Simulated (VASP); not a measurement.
# SiO2 in VASP: a series of runs

Runs on SiO2. Level: PBE+D3(BJ). Tasks: single point.

Everything below comes from runs of VASP 6.6.1. Logs are shortened: lines on timing, memory, paths and dates and some standing lists are left out, and cuts for length are marked.

**1. The cell of the first run**

The cell holds a sheet with vacuum, 12 atoms: a = 5.374 Å, b = 2.687 Å, c = 37.223 Å, α = 90.00°, β = 90.00°, γ = 120.01°.

**2. Single point, PBE+D3(BJ)**

The input, INCAR:

```
PREC = Accurate
ENCUT = 520
EDIFF = 1E-6
ISMEAR = 0
SIGMA = 0.1
LREAL = False
LASPH = True
NELM = 100
ALGO = Normal
ISIF = 2
LWAVE = False
LCHARG = False
LDIPOL = True
IDIPOL = 3
DIPOL = 0.5 0.5 0.282
GGA = PE
IVDW = 12
NBANDS = 44
```

The input, KPOINTS:

```
regular mesh
0
Gamma
  6 6 1
```

The input, POSCAR:

```
SiO2
1.0
    5.3728238505     -0.1339481352      0.0000000000
   -1.2854238905      2.3598847717      0.0000000000
    0.0000000000      0.0000000000     37.2231571600
Si O
4 8
Direct
    0.2452148983      0.4830798580      0.2158702297
    0.7452150455      0.4830800687      0.2158707953
    0.2547856841      0.5169292392      0.3482948767
    0.7547867780      0.5169273544      0.3482939876
    0.0785291472      0.8163580192      0.2404941240
    0.5785277304      0.8163561972      0.2404942876
    0.4118882877      0.1497441933      0.1912152384
    0.9118858604      0.1497420506      0.1912153647
    0.4214535909      0.1835766469      0.3729495577
    0.9214521739      0.1835751726      0.3729496471
    0.0881307440      0.8503170794      0.3236707016
    0.5881300596      0.8503141206      0.3236707932
```

Potentials or basis: VASP PAW PBE potentials, release 64 (Si, O).

The run is started by

```bash
> cat potpaw_PBE.64/Si/POTCAR potpaw_PBE.64/O/POTCAR > POTCAR
> mpirun -np 1 vasp_std > vasp.out
```

OUTCAR:

```text
PREC = Accurate
   ENCUT = 520
   EDIFF = 1E-6
   ISMEAR = 0
   LREAL = False
   LASPH = True
   NELM = 100
   ISIF = 2
   GGA = PE
   IVDW = 12
 IVDW          = 12

 ion  position               nearest neighbor table
   1  0.245  0.483  0.216-   6 1.80   5 1.80   5 1.80   8 1.80   7 1.80   7 1.80   2 2.69   2 2.69
                             2 2.69   2 2.69
   2  0.745  0.483  0.216-   5 1.80   6 1.80   6 1.80   7 1.80   8 1.80   8 1.80   1 2.69   1 2.69
                             1 2.69   1 2.69
   3  0.255  0.517  0.348-  11 1.80  12 1.80  11 1.80   9 1.80  10 1.80   9 1.80   4 2.69   4 2.69
                             4 2.69   4 2.69
   4  0.755  0.517  0.348-  12 1.80  11 1.80  12 1.80  10 1.80   9 1.80  10 1.80   3 2.69   3 2.69
                             3 2.69   3 2.69
   5  0.079  0.816  0.240-   2 1.80   1 1.80   1 1.80
   6  0.579  0.816  0.240-   1 1.80   2 1.80   2 1.80
   7  0.412  0.150  0.191-   2 1.80   1 1.80   1 1.80
   8  0.912  0.150  0.191-   1 1.80   2 1.80   2 1.80
   9  0.421  0.184  0.373-   3 1.80   4 1.80   3 1.80
  10  0.921  0.184  0.373-   4 1.80   3 1.80   4 1.80
  11  0.088  0.850  0.324-   3 1.80   4 1.80   3 1.80
  12  0.588  0.850  0.324-   4 1.80   3 1.80   4 1.80

  Warning from LATTYP: Monoclinic adjustment (A1->A3, A2->A1, A3->A2)!
  Warning from LATTYP: Got some problem with cell dimensions!
  Tried to take original basis but could not verify dimensions!
  LATTYP: Found a simple monoclinic cell.
 ALAT       =     2.6872608199
 B/A-ratio  =    13.8517098470
 C/A-ratio  =     1.7319516745
 COS(beta)  =    -0.0000869578

  Lattice vectors:

 A1 = (  -1.2854238905,   2.3598847717,   0.0000000000)
 A2 = (   0.0000000000,   0.0000000000,  37.2231571600)
 A3 = (   4.0873999600,   2.2259366365,   0.0000000000)

Analysis of symmetry for initial positions (statically):
=====================================================================
 Subroutine PRICEL returns following result:

  LATTYP: Found a base centered orthorhombic cell.
 ALAT       =     2.6870449601
 B/A-ratio  =     1.7322304566
 C/A-ratio  =    13.8528226033

  Lattice vectors:

 A1 = (   2.6864124453,  -0.0669735901,   0.0000210534)
 A2 = (  -1.2854238905,   2.3598847717,   0.0000000000)
 A3 = (   0.0000000000,   0.0000000000,  37.2231571600)

   2 primitive cells build up your supercell.

 Routine SETGRP: Setting up the symmetry group for a
 simple monoclinic supercell.

 Subroutine GETGRP returns: Found  1 space group operations
 (whereof  1 operations were pure point group operations)
 out of a pool of  4 trial point group operations.

The static configuration has the point symmetry C_1 .

Analysis of symmetry for dynamics (positions and initial velocities):
=====================================================================
 Subroutine PRICEL returns following result:

  LATTYP: Found a base centered orthorhombic cell.
 ALAT       =     2.6870449601
 B/A-ratio  =     1.7322304566
 C/A-ratio  =    13.8528226033

  Lattice vectors:

 A1 = (   2.6864124453,  -0.0669735901,   0.0000210534)
 A2 = (  -1.2854238905,   2.3598847717,   0.0000000000)
 A3 = (   0.0000000000,   0.0000000000,  37.2231571600)

   2 primitive cells build up your supercell.

 Routine SETGRP: Setting up the symmetry group for a
 simple monoclinic supercell.

 Subroutine GETGRP returns: Found  1 space group operations
 (whereof  1 operations were pure point group operations)
 out of a pool of  4 trial point group operations.

The dynamic configuration has the point symmetry C_1 .

 Subroutine INISYM returns: Found  1 space group operations
 (whereof  1 operations are pure point group operations),
 and found     2 'primitive' translations

----------------------------------------------------------------------------------------

                                     Primitive cell

  volume of cell :     232.7763

  direct lattice vectors                    reciprocal lattice vectors
     2.686412445 -0.066973590  0.000021053     0.377368162  0.205551583  0.000000000
    -1.285423890  2.359884772  0.000000000     0.010709718  0.429583063  0.000000000
     0.000000000  0.000000000 37.223157160    -0.000000213 -0.000000116  0.026864997

  length of vectors
     2.687247158  2.687260820 37.223157160     0.429718726  0.429716541  0.026864997

  position of ions in fractional coordinates (direct lattice)
     0.490429652  0.483079755  0.215869952
     0.509571218  0.516929132  0.348294588
     0.157058248  0.816357986  0.240494035
     0.823776333  0.149744020  0.191214772
     0.842906934  0.183576469  0.372949081
     0.176261436  0.850317042  0.323670602

  ion indices of the primitive-cell ions
   primitive index   ion index
                 1           1
                 2           3
                 3           5
                 4           7
                 5           9
                 6          11

----------------------------------------------------------------------------------------

 KPOINTS: regular mesh

Automatic generation of k-mesh.
 Grid dimensions read from file:
 generate k-points for:    6    6    1

 Generating k-lattice:

  Cartesian coordinates                     Fractional coordinates (reciprocal lattice)
     0.031447356  0.017129304  0.000000000     0.166666667  0.000000000  0.000000000
     0.001784966  0.071597184  0.000000000     0.000000000  0.166666667  0.000000000
     0.000000000  0.000000000  0.026864997     0.000000000  0.000000000  1.000000000

  Length of vectors
     0.035809904  0.071619431  0.026864997

  Shift w.r.t. Gamma in fractional coordinates (k-lattice)
     0.000000000  0.000000000  0.000000000

 Subroutine IBZKPT returns following result:
 ===========================================

 Found     20 irreducible k-points:

 Following reciprocal coordinates:
            Coordinates               Weight
  0.000000  0.000000  0.000000      1.000000
  0.166667 -0.000000  0.000000      2.000000
  0.333333 -0.000000  0.000000      2.000000
  0.500000 -0.000000  0.000000      1.000000
  0.000000  0.166667  0.000000      2.000000
  0.166667  0.166667  0.000000      2.000000
[... 12 lines left out ...]
  0.333333  0.500000  0.000000      2.000000
  0.500000  0.500000  0.000000      1.000000
   k-points           NKPTS =     20   k-points in BZ     NKDIM =     20   number of bands    NBANDS=     44
   number of dos      NEDOS =    301   number of ions     NIONS =     12
   total plane-waves  NPLWV = 224000
   dimension x,y,z NGX =    40 NGY =   20 NGZ =  280
   dimension x,y,z NGXF=    80 NGYF=   40 NGZF=  560
   ions per type =               4   8
   NGX,Y,Z   is equivalent  to a cutoff of  12.37, 12.37, 12.51 a.u.
   NGXF,Y,Z  is equivalent  to a cutoff of  24.75, 24.75, 25.01 a.u.
 SYSTEM =  unknown system
   PREC   = accura    normal or accurate (medium, high low for compatibility)
   ISTART =      0    job   : 0-new  1-cont  2-samecut
   ICHARG =      2    charge: 1-file 2-atom 10-const
   ISPIN  =      1    spin polarized calculation?
   LNONCOLLINEAR =      F non collinear calculations
   LSORBIT =      F    spin-orbit coupling
   LASPH  =      T    aspherical Exc in radial PAW
   ENCUT  =  520.0 eV  38.22 Ry    6.18 a.u.   9.99  5.00 69.21*2*pi/ulx,y,z
   NELM   =    100;   NELMIN=  2; NELMDL= -5     # of ELM steps
   EDIFF  = 0.1E-05   stopping-criterion for ELM
   LREAL  =      F    real-space projection
   EDIFFG = 0.1E-04   stopping-criterion for IOM
   NSW    =      0    number of steps for IOM
   IBRION =     -1    ionic relax: 0-MD 1-quasi-New 2-CG
   NFREE  =      0    steps in history (QN), initial steepest desc. (CG)
   ISIF   =      2    stress and relaxation
   ISYM   =      2    0-nonsym 1-usesym 2-fastsym
   POTIM  = 0.5000    time-step for ionic-motion
   TEBEG  =    0.0;   TEEND  =   0.0 temperature during run
   PSTRESS=    0.0 pullay stress
   NELECT =      64.0000    total number of electrons
   NUPDOWN=      -1.0000    fix difference up-down
   EMIN   =  10.00;   EMAX   =-10.00  energy-range for DOS
   EFERMI =   0.00;   METHOD = LEGACY
   ISMEAR =     0;   SIGMA  =   0.10  broadening in eV -4-tet -1-fermi 0-gaus
   EFERMI_NEDOS =   21; number of points for ismear=-14 and -15
   IALGO  =     38    algorithm
   IMIX   =      4    mixing-type and parameters
     AMIX     =   0.40;   BMIX     =  1.00
     AMIX_MAG =   1.60;   BMIX_MAG =  1.00
  volume/ion in A,a.u.               =      38.80       261.81
  Fermi-wavevector in a.u.,A,eV,Ry     =   0.844913  1.596654  9.712898  0.713878
  Thomas-Fermi vector in A             =   1.960017
   LORBIT       =      0    0 simple, 1 ext, 2 COOP (PROOUT), +10 PAW based schemes
   GGA     = PE    functional components
   LHFCALC =     F    Hartree Fock is set to
   AEXX    =    0.0000 exact exchange contribution
   IVDW    =    12    specifies the selected vdW correction
   LEPSILON=     F    determine dielectric tensor
   LRPA    =     F    only Hartree local field effects (RPA)
 non-spin polarized calculation
 Gauss-broadening in eV      SIGMA  =   0.10
  energy-cutoff  :      520.00
  volume of cell :      465.55
 maximum number of plane-waves:     12634
   NGX = 19   NGY =  9   NGZ =139

 dipolmoment           0.000000      0.000000     -0.000000 electrons x Angstroem

 number of electron      64.0000000 magnetization

 dipolmoment           0.000000      0.000000      0.000004 electrons x Angstroem

 Free energy of the ion-electron system (eV)
  ---------------------------------------------------
  ext. energy  EPLUGINS =         0.00000000
  ---------------------------------------------------
  free energy    TOTEN  =       -90.99797243 eV

  energy without entropy =      -90.99797243  energy(sigma->0) =      -90.99797243

 E-fermi :  -5.1491     XC(G=0):  -2.9301

 val. band max:       -5.7083466053   @ k =   0.5000   0.1667   0.0000
 cond. band min:       0.7330747811   @ k =   0.0000   0.0000   0.0000
 fundamental gap:      6.4414213865
 Fermi energy:        -5.1490572181

 k-point     1 :       0.0000    0.0000    0.0000
  band No.  band energies     occupation
      1     -26.9497      2.00000
      2     -26.9340      2.00000
      3     -24.1222      2.00000
      4     -24.1073      2.00000
      5     -23.1891      2.00000
      6     -23.1476      2.00000
[... 36 lines left out ...]
     43       3.8237      0.00000
     44       4.2807      0.00000

 k-point     2 :       0.1667   -0.0000    0.0000
  band No.  band energies     occupation
      1     -26.8280      2.00000
      2     -26.8124      2.00000
      3     -24.5045      2.00000
      4     -24.4897      2.00000
      5     -23.1393      2.00000
      6     -23.0988      2.00000
[... 36 lines left out ...]
     43       4.0132      0.00000
     44       4.3661      0.00000

 k-point     3 :       0.3333   -0.0000    0.0000
  band No.  band energies     occupation
      1     -26.4722      2.00000
      2     -26.4568      2.00000
      3     -25.2141      2.00000
      4     -25.1992      2.00000
      5     -23.0086      2.00000
      6     -22.9712      2.00000
[... 788 lines left out ...]
     43       7.4877      0.00000
     44       7.4904      0.00000

 k-point    20 :       0.5000    0.5000    0.0000
  band No.  band energies     occupation
      1     -24.3064      2.00000
      2     -24.3064      2.00000
      3     -24.2917      2.00000
      4     -24.2917      2.00000
      5     -22.8422      2.00000
      6     -22.8422      2.00000
[... 36 lines left out ...]
     43       7.5367      0.00000
     44       7.5387      0.00000

------------------------ aborting loop because EDIFF is reached ----------------------------------------

 vacuum level on the upper side and lower side of the slab       (xc-potential included)        -0.008        -0.008

 Edisp (eV)   -1.80132

 E8    (eV) :    -0.6310

  FORCE on cell =-STRESS in cart. coord.  units (eV):
  Direction    XX          YY          ZZ          XY          YZ          ZX
  --------------------------------------------------------------------------------------
  -------------------------------------------------------------------------------------
  Total       0.57379     0.59350    -0.11067     0.00757     0.02997     0.00306
  in kB       1.97467     2.04250    -0.38087     0.02607     0.10313     0.01055
  external pressure =        1.21 kB  Pullay stress =        0.00 kB

 VOLUME and BASIS-vectors are now :
 -----------------------------------------------------------------------------
  energy-cutoff  :      520.00
  volume of cell :      465.55
      direct lattice vectors                 reciprocal lattice vectors
     5.372823850 -0.133948135  0.000000000     0.188684137  0.102775822  0.000000000
    -1.285423890  2.359884772  0.000000000     0.010709798  0.429583106  0.000000000
     0.000000000  0.000000000 37.223157160     0.000000000  0.000000000  0.026864997

 POSITION                                       TOTAL-FORCE (eV/Angst)
 -----------------------------------------------------------------------------------
      0.69653      1.10717      8.03537        -0.000014     -0.001209     -0.000033
      3.38295      1.04019      8.03539        -0.000014     -0.001209     -0.000033
      0.70445      1.18577     12.96463         0.000110      0.000678      0.000176
      3.39087      1.11879     12.96460         0.000110      0.000678      0.000176
     -0.62744      1.91599      8.95195        -0.000120     -0.001007      0.013292
      2.05896      1.84901      8.95196        -0.000120     -0.001007      0.013292
      2.02052      0.29821      7.11763        -0.000072     -0.000809     -0.013790
      4.70692      0.23123      7.11764        -0.000072     -0.000809     -0.013790
      2.02842      0.37677     13.88236         0.000071      0.001308      0.013575
      4.71483      0.30979     13.88236         0.000071      0.001308      0.013575
     -0.61951      1.99485     12.04805         0.000024      0.001039     -0.013220
      2.06691      1.92786     12.04805         0.000024      0.001039     -0.013220
 -----------------------------------------------------------------------------------
    total drift:                                0.000058      0.000006     -0.000955

  FREE ENERGIE OF THE ION-ELECTRON SYSTEM (eV)
  ---------------------------------------------------
  free  energy   TOTEN  =       -92.7992894396 eV

  energy  without entropy=      -92.7992894396  energy(sigma->0) =      -92.79928944

 vacuum level on the upper side and lower side of the slab         3.153         3.153
```

It took 17 min on 1 thread of Intel Xeon Platinum 8259CL at 2.50GHz (Skylake/Cascade Lake), shared host; peak memory 0.66 GiB.

Results:

| Quantity | Value |
| --- | --- |
| Free energy | -92.7993 eV |
| Largest force | 0.014 eV/Å |
| Band gap on the k mesh | 6.44 eV |
| Dispersion energy per atom | -0.150 eV |

Forces in eV/Å, atoms in the order of the input:
```
Si   0.000 -0.001  0.000
Si   0.000 -0.001  0.000
Si   0.000  0.001  0.000
Si   0.000  0.001  0.000
O    0.000 -0.001  0.013
O    0.000 -0.001  0.013
O    0.000 -0.001 -0.014
O    0.000 -0.001 -0.014
O    0.000  0.001  0.014
O    0.000  0.001  0.014
O    0.000  0.001 -0.013
O    0.000  0.001 -0.013
```

Caveat: the k points lie up to 0.45 Å⁻¹ apart.

**3. Single point, PBE+D3(BJ)**

This run uses another cell than the first one, of 39.08 Å³/atom, 1.007 times its volume.

The input, INCAR:

```
PREC = Accurate ; ENCUT = 520
EDIFF = 1E-6 ; ISMEAR = 0
SIGMA = 0.1 ; LREAL = False
LASPH = True ; NELM = 80
ALGO = Normal ; ISIF = 2
LWAVE = False ; LCHARG = True
LDIPOL = True ; IDIPOL = 3
DIPOL = 0.5 0.5 0.282 ; GGA = PE
IVDW = 12 ; LELF = True
LVHAR = True ; LVACPOTAV = True
NBANDS = 44
```

KPOINTS is that of step 2.

The input, POSCAR:

```
SiO2
1.0
    5.5424033677     -0.2063887371      0.0000000000
   -1.3587106910      2.3238705806      0.0000000000
    0.0000000000      0.0000000000     37.2231571600
Si O
4 8
Direct
    0.2539346467      0.4861876528      0.2167884942
    0.7538579248      0.4974440544      0.2146215309
    0.2495026751      0.5098715914      0.3494286040
    0.7209094499      0.4899776193      0.3481235208
    0.0802130475      0.8395273561      0.2384655854
    0.5844879341      0.8345932041      0.2404968687
    0.4216846542      0.1631772807      0.1926914479
    0.9101692610      0.1483840785      0.1918156520
    0.4173123792      0.1750314269      0.3726460818
    0.9076480817      0.1750330793      0.3727140356
    0.0958078018      0.8442497661      0.3224541756
    0.6044721440      0.8365228904      0.3247436067
```

Potentials or basis: VASP PAW PBE potentials, release 64 (Si, O).

The run is started by

```bash
> cat potpaw_PBE.64/Si/POTCAR potpaw_PBE.64/O/POTCAR > POTCAR
> mpirun -np 1 vasp_std > vasp.out
```

It took 19 min on 1 thread of Intel Xeon Platinum 8259CL at 2.50GHz (Skylake/Cascade Lake), shared host; peak memory 0.7 GiB.

Results (log left out):

```
Free energy                : -91.5397 eV
Largest force              : 6.352 eV/Å
Band gap on the k mesh     : 5.63 eV
Dispersion energy per atom : -0.149 eV
```

Forces on the atoms (eV/Å):
```
Si  -0.076  1.412 -0.634
Si  -0.607 -0.819  1.073
Si  -2.573 -2.141 -2.172
Si   6.092  1.683  0.635
O    0.479 -0.987  1.758
O    0.013  0.139  0.300
O   -0.348 -0.595 -1.227
O    0.531  0.849 -1.244
O   -0.589 -0.710  1.468
O    0.797 -0.105  0.423
O   -0.179  0.614  1.484
O   -3.540  0.661 -1.863
```

Levels at points of the mesh, in eV from the valence-band top:
| k point | band 29 | band 30 | band 31 | band 32 | band 33 | band 34 | band 35 | band 36 |
| --- | --- | --- | --- | --- | --- | --- | --- | --- |
| (0.00, 0.00, 0.00) | -1.07 | -0.96 | -0.69 | -0.41 | 5.63 | 6.45 | 6.90 | 7.69 |
| (0.50, 0.00, 0.00) | -0.94 | -0.42 | -0.19 | -0.05 | 7.38 | 7.78 | 8.33 | 8.75 |
| (0.00, 0.50, 0.00) | -1.30 | -1.10 | -0.94 | -0.85 | 6.62 | 7.39 | 7.97 | 8.29 |
| (0.50, 0.50, 0.00) | -0.74 | -0.55 | -0.41 | -0.33 | 8.76 | 9.36 | 9.69 | 10.20 |

Caveat: the k points lie up to 0.46 Å⁻¹ apart.
